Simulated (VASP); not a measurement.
Here is a VASP 6.6.1 calculation.

Contents of POSCAR:

```
MgO
1.0
    3.4629787849      0.0000000000      0.0000000000
   -1.7314893925      2.9990276847      0.0000000000
    0.0000000000      0.0000000000      4.1499996115
Mg O
2 2
Direct
    0.6666666667      0.3333333333      0.7500000000
    0.3333333333      0.6666666667      0.2500000000
    0.6666666667      0.3333333333      0.2500000000
    0.3333333333      0.6666666667      0.7500000000
```

INCAR.step1

```
SYSTEM = MgO
PREC = Accurate ; ENCUT = 660
ISMEAR = 0 ; SIGMA = 0.01
LREAL = .False. ; LASPH = .True.
NELM = 120 ; NBANDS = 24
GGA = PE ; ALGO = Normal
EDIFF = 1E-5 ; LWAVE = .True.
LCHARG = .False. ; GGA_COMPAT = .False.
```

File INCAR.step2:

```
SYSTEM = MgO
PREC = Accurate ; ENCUT = 660
EDIFF = 1E-6 ; ISMEAR = 0
SIGMA = 0.01 ; LREAL = .False.
LASPH = .True. ; NELM = 120
ALGO = Normal ; ISIF = 2
LWAVE = .False. ; LCHARG = .True.
METAGGA = R2SCAN ; LMIXTAU = .True.
LELF = .True. ; LVHAR = .True.
NBANDS = 24 ; ISTART = 1
GGA_COMPAT = .False.
```

Contents of KPOINTS:

```
Automatic mesh
0
Gamma
  6 6 6
  0 0 0
```

Potentials or basis: VASP PAW PBE potentials, release 64 (Mg_sv, O).

Command:

```bash
$ cat potpaw_PBE.64/Mg_sv/POTCAR potpaw_PBE.64/O/POTCAR > POTCAR
$ cp INCAR.step1 INCAR
$ mpirun -np 1 vasp_std > vasp.out
$ cp INCAR.step2 INCAR
$ mpirun -np 1 vasp_std > vasp.out
```

Task: Predict the band gap on the k mesh.

Result: 4.22 eV, direct.

Task: Estimate the pressure.

Result: 2.8 GPa.

Stress tensor (GPa, compression positive):
```
2.58 0.00 0.00
0.00 2.58 0.00
0.00 0.00 3.36
```

Caveat: the PAW data sets were made with another functional, which shifts forces and pressure a little. r2SCAN opens gaps a little over a GGA but as a rule still falls short of measured ones.
